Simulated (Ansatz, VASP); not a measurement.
# Al2Cu: VASP beside Ansatz

The input INCAR:

```
SYSTEM = Al2Cu
ALGO = Fast
EDIFF = 1E-6
ENCUT = 520
GGA = PS
ISIF = 2
ISMEAR = 0
LASPH = .TRUE.
LCHARG = .TRUE.
LELF = .TRUE.
LREAL = .FALSE.
LVHAR = .TRUE.
LWAVE = .FALSE.
NBANDS = 16
NELM = 60
PREC = Accurate
SIGMA = 0.15
```

Contents of KPOINTS:

```
k-points
0
G
  12 12 16
  0 0 0
```

Contents of POSCAR:

```
Al2Cu
1.0
    4.0229096136      0.0000000000      0.0000000000
    0.0000000000      4.0229096136      0.0000000000
    0.0000000000      0.0000000000      2.9317865938
Al Cu
2 1
Direct
    0.5000000000      0.0000000000      0.5000000000
    0.0000000000      0.5000000000      0.5000000000
    0.0000000000      0.0000000000      0.0000000000
```

Input for Ansatz:

```yaml
crystal:
  lattice:
    - [4.0229096136, 0.0, 0.0]
    - [0.0, 4.0229096136, 0.0]
    - [0.0, 0.0, 2.9317865938]
  atoms:
    - { symbol: Al, position: [0.5, 0.0, 0.5] }
    - { symbol: Al, position: [0.0, 0.5, 0.5] }
    - { symbol: Cu, position: [0.0, 0.0, 0.0] }
basis:
  ecutwfc: 420
kpoints:
  mp_grid: { grid: [12, 12, 16] }
hamiltonian:
  xc: pbesol
scf:
  occupations: { method: gaussian, width: 0.15 }
output:
  forces: true
  stress: true
  eigenvalues: true
  write_density: true
  write_potential: true
  elf: true
  volumetric_format: npy
```

Change from the starting cell: strain -0.015 along x and y, +0.030 along z, atoms carried along.

Alike in both runs: task single point; functional PBEsol; k mesh 12 × 12 × 16; occupations gaussian, width 0.15 eV; no spin polarisation.

|  | VASP | Ansatz |
| --- | --- | --- |
| version | VASP 6.6.1 | Ansatz 0.2.0 |
| potentials or method | VASP PAW PBE potentials, release 64 (Al, Cu), cutoff 520 eV | scalar-relativistic, plane waves, PAW |
| valence electrons in the cell | 17 | 25 |

```csv
,VASP,Ansatz,Ansatz less VASP
gap on the k mesh at the Fermi level (eV),none,none,-
pressure (GPa),0.4,0.3,-0.15
"traceless stress, the component that is largest in VASP (GPa)",-2.81,-2.82,-0.013
```

VASP's potentials were made for PBE, not for PBEsol. A gap of «none» marks a metal or a gap that the smearing closes. The functional is the same, so the differences come from potentials, cutoffs and numerics. VASP's potentials hold 17 valence electrons a cell and Ansatz's 25, so a difference there can come from the potentials and not from the codes.
